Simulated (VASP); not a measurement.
Input of a VASP 6.6.1 run:

File INCAR:

```
SYSTEM = BN
PREC     = Accurate       ! precision mode
ENCUT    = 520            ! plane-wave cutoff, eV
EDIFF    = 1E-6           ! SCF threshold, eV
ISMEAR   = 0              ! smearing method
SIGMA    = 0.05           ! smearing width, eV
LREAL    = .FALSE.        ! projectors in reciprocal space
LASPH    = .TRUE.         ! aspherical terms in the spheres
NELM     = 100            ! most SCF steps
ALGO     = Normal         ! electronic algorithm
ISIF     = 2              ! what is computed and relaxed
LWAVE    = .FALSE.        ! write WAVECAR
LCHARG   = .TRUE.         ! write CHGCAR
LELF     = .TRUE.         ! ELF
LVHAR    = .TRUE.       
NBANDS   = 16             ! bands
```

File KPOINTS:

```
regular mesh
0
G
  12 12 4
  0 0 0
```

POSCAR

```
BN
1.0
    2.3970292072      0.0000000000      0.0000000000
   -1.1985146036      2.1549757989      0.0000000000
    0.0000000000      0.0000000000      6.9713748937
B N
2 2
Direct
    0.3269057989      0.6538115977      0.2500000000
    0.6730942011      0.3461884023      0.7500000000
    0.3428837407      0.6857674814      0.7500000000
    0.6571162593      0.3142325186      0.2500000000
```

Potentials or basis: VASP PAW LDA potentials, release 64 (B, N).

Run with:

```console
$ cat potpaw_LDA.64/B/POTCAR potpaw_LDA.64/N/POTCAR > POTCAR
$ mpirun -np 1 vasp_std > vasp.out
```

Q: Predict the band gap on the k mesh.

A: 4.12 eV, indirect (least direct gap 4.70 eV).

Q: What does it give for the largest force?

A: 0.004 eV/Å.

Q: Predict the pressure.

A: 14.5 GPa.

Forces on the atoms (eV/Å):
```
B    0.000 -0.004  0.000
B    0.000  0.004  0.000
N    0.000 -0.004  0.000
N    0.000  0.004  0.000
```

Caveat: the cell differs from its parent crystal (normal strain along x -0.0367, normal strain along z +0.0733). A k mesh can miss the band edges.
